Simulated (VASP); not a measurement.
Input of a VASP 6.6.1 run:

The input INCAR:

```
PREC = Accurate
ENCUT = 520
EDIFF = 1E-6
ISMEAR = 0
SIGMA = 0.15
LREAL = F
LASPH = T
NELM = 100
ALGO = Fast
ISIF = 2
LWAVE = F
LCHARG = F
GGA = PE
NBANDS = 19
```

The input KPOINTS:

```
regular mesh
0
Gamma
  18 18 10
```

POSCAR

```
Zr
1.0
    3.2319982225      0.0000000000      0.0000000000
   -1.6159991112      2.7989925657      0.0000000000
    0.0000000000      0.0000000000      5.1470000000
Zr
2
Direct
    0.3065379781      0.6130759563      0.1917136196
    0.6666666667      0.3333333333      0.7500000000
```

Potentials or basis: VASP PAW PBE potentials, release 64 (Zr_sv).

Launch:

```bash
$ cat potpaw_PBE.64/Zr_sv/POTCAR > POTCAR
$ mpirun -np 1 vasp_std > vasp.out
```

Q: Predict the largest force.

A: 1.752 eV/Å.

Q: Estimate the band gap on the k mesh.

A: Zero (bands 12 and 13 overlap by 1.10 eV).

Stress tensor (GPa, compression positive):
```
3.71 0.00 0.00
0.00 1.17 0.17
0.00 0.17 6.12
```

Caveat: the cell differs from its parent crystal (atom 1 (Zr) moved by (-0.150, -0.300) A along y and z); the cell stands under pressure; forces of over 1 eV/Å act on the atoms, so gaps and moduli don't describe the material at rest.
